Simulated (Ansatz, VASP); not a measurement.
Two plane-wave programs on Ag

Contents of INCAR:

```
SYSTEM = Ag
  PREC = Accurate
  ENCUT = 520
  EDIFF = 1E-6
  ISMEAR = 0
  SIGMA = 0.15
  LREAL = .False.
  LASPH = .True.
  NELM = 60
  ALGO = Fast
  ISIF = 2
  LWAVE = .False.
  LCHARG = .False.
  GGA = CA
  NBANDS = 18
```

The input KPOINTS:

```
Automatic mesh
0
Gamma
  21 21 12
  0 0 0
```

The input POSCAR:

```
Ag
1.0
    3.0125763338      0.0000000000      0.0000000000
   -1.5062881669      2.6089676359      0.0000000000
    0.0000000000      0.0000000000      4.5310000292
Ag
2
Direct
    0.3333333333      0.6666666667      0.2500000000
    0.6666666667      0.3333333333      0.7500000000
```

Input for Ansatz:

```yaml
crystal:
  lattice:
    - [3.0125763338, 0.0, 0.0]
    - [-1.5062881669, 2.6089676359, 0.0]
    - [0.0, 0.0, 4.5310000292]
  atoms:
    - { symbol: Ag, position: [0.3333333333, 0.6666666667, 0.25] }
    - { symbol: Ag, position: [0.6666666667, 0.3333333333, 0.75] }
basis:
  ecutwfc: 420
kpoints:
  mp_grid: { grid: [21, 21, 12] }
hamiltonian:
  xc: lda
scf:
  occupations: { method: gaussian, width: 0.15 }
output:
  forces: true
  stress: true
  eigenvalues: true
```

Alike in both runs: task single point; functional LDA; k mesh 21 × 21 × 12; occupations gaussian, width 0.15 eV; no spin polarisation.

|  | VASP | Ansatz |
| --- | --- | --- |
| version | VASP 6.6.1 | Ansatz 0.2.0 |
| potentials or method | VASP PAW LDA potentials, release 64 (Ag), cutoff 520 eV | scalar-relativistic, plane waves, PAW |
| valence electrons in the cell | 22 | 38 |

|  | VASP | Ansatz | Ansatz less VASP |
| --- | --- | --- | --- |
| gap on the k mesh at the Fermi level (eV) | none | none | - |
| pressure (GPa) | -9.7 | -9.9 | -0.12 |
| traceless stress, the component that is largest in VASP (GPa) | 3.55 | 3.54 | -0.012 |

LDA's correlation is that of Perdew and Zunger in VASP and of Perdew and Wang (1992) in Ansatz. A gap of «none» marks a metal or a gap that the smearing closes. VASP's potentials hold 22 valence electrons a cell and Ansatz's 38, so a difference there can come from the potentials and not from the codes.
